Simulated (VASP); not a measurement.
Write the native input for VASP 6.6.1 that does the following.

```
Task                   : single point
Functional             : LDA
Potentials or basis    : VASP PAW LDA potentials, release 64 (Mg, O)
Cutoff                 : 600 eV
k mesh                 : 10 × 10 × 10
Occupations            : gaussian, width 0.02 eV
Spin                   : no spin polarisation
Dipole correction      : no
Further INCAR settings : ALGO = Normal; EDIFF = 1e-06; NBANDS = 11
```

The structure of MgO (kl) lies in POSCAR:

```
MgO
1.0
    0.0000000000      2.0795506197      2.0795506197
    2.0795506197      0.0000000000      2.0795506197
    2.0795506197      2.0795506197      0.0000000000
Mg O
1 1
Direct
    0.0000000000      0.0000000000      0.0000000000
    0.5000000000      0.5000000000      0.5000000000
```

The input as run:

INCAR

```
SYSTEM = MgO
PREC = Accurate
ENCUT = 600
EDIFF = 1E-6
ISMEAR = 0
SIGMA = 0.02
LREAL = .FALSE.
LASPH = .TRUE.
NELM = 120
ALGO = Normal
ISIF = 2
LWAVE = .FALSE.
LCHARG = .FALSE.
GGA = CA
NBANDS = 11
GGA_COMPAT = .FALSE.
```

KPOINTS

```
Automatic mesh
0
G
  10 10 10
  0 0 0
```

Potentials or basis: VASP PAW LDA potentials, release 64 (Mg, O).

Command:

```bash
$ cat potpaw_LDA.64/Mg/POTCAR potpaw_LDA.64/O/POTCAR > POTCAR
$ mpirun -np 1 vasp_std > vasp.out
```

Results of the run:

| Item | Value |
| --- | --- |
| Pressure | -1.9 GPa |
| Band gap on the k mesh | 5.04 eV, direct |

Wall time 9.8 s on 1 thread of Intel Xeon 8259CL (shared host), peak memory 0.13 GiB.
